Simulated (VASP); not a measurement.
Wanted: the native input for a VASP 6.6.1 run.

```
Task                   : single point
Functional             : RPBE
Dispersion             : D3(BJ)
Potentials or basis    : VASP PAW PBE potentials, release 64 (As, B)
Cutoff                 : 520 eV
k mesh                 : 10 × 10 × 10
Occupations            : fermi-dirac, width 0.05 eV
Spin                   : no spin polarisation
Dipole correction      : no
Further INCAR settings : ALGO = Normal; EDIFF = 1e-07; NBANDS = 11
```

The structure of BAs lies in POSCAR:

```
BAs
1.0
    0.0000000000      2.3086480025      2.3086480025
    2.3086480025      0.0000000000      2.3086480025
    2.3086480025      2.3086480025      0.0000000000
As B
1 1
Direct
    0.7500000000      0.7500000000      0.7500000000
    0.0000000000      0.0000000000      0.0000000000
```

These files were run (other wordings do the same):

INCAR

```
  PREC = Accurate
  ENCUT = 520
  EDIFF = 1E-7
  ISMEAR = -1
  SIGMA = 0.05
  LREAL = False
  LASPH = True
  NELM = 80
  ALGO = Normal
  ISIF = 2
  LWAVE = False
  LCHARG = False
  GGA = RP
  IVDW = 12
  NBANDS = 11
```

KPOINTS

```
regular mesh
0
Gamma
  10 10 10
```

Potentials or basis: VASP PAW PBE potentials, release 64 (As, B).

Launch:

```console
$ cat potpaw_PBE.64/As/POTCAR potpaw_PBE.64/B/POTCAR > POTCAR
$ mpirun -np 1 vasp_std > vasp.out
```

Results of the run:

```yaml
Pressure: 1.0 GPa
Band_gap_on_the_k_mesh: 1.08 eV, indirect (least direct gap 3.41 eV)
Dispersion_energy_per_atom: -1.404 eV
```

Caveat: the PAW data sets were made with another functional, which shifts forces and pressure a little.

Run time: 9.5 s on 1 thread of AMD EPYC 7R43 64-Core Processor (Zen 3) (shared host), peak memory 0.12 GiB.
